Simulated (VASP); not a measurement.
A run of VASP 6.6.1:

INCAR

```
PREC = Accurate
ENCUT = 520
EDIFF = 1E-6
ISMEAR = 0
SIGMA = 0.15
LREAL = F
LASPH = T
NELM = 100
ALGO = Fast
ISIF = 2
LWAVE = F
LCHARG = F
GGA = PE
NBANDS = 16
```

File KPOINTS:

```
Automatic mesh
0
Gamma
  20 20 20
```

Contents of POSCAR:

```
AlRu
1.0
    3.1729142861      0.0000000000      0.0000000000
    0.0000000000      2.8352551631      0.0000000000
    0.0000000000      0.0000000000      3.0040847246
Al Ru
1 1
Direct
    0.0000000000      0.0000000000      0.0000000000
    0.5000000000      0.5000000000      0.5000000000
```

Potentials or basis: VASP PAW PBE potentials, release 64 (Al, Ru_pv).

Run with:

```bash
$ cat potpaw_PBE.64/Al/POTCAR potpaw_PBE.64/Ru_pv/POTCAR > POTCAR
$ mpirun -np 1 vasp_std > vasp.out
```

Hardware: 1 thread of Intel(R) Xeon(R) Platinum 8375C CPU @ 2.90GHz (Ice Lake), with other jobs on the host.

Task: Estimate the wall time of this run.

Result: Run time: 8.4 min on 1 thread of Intel(R) Xeon(R) Platinum 8375C CPU @ 2.90GHz (Ice Lake), with other jobs on the host, peak memory 0.62 GiB. Counts: scf iterations 12, k points 1331.
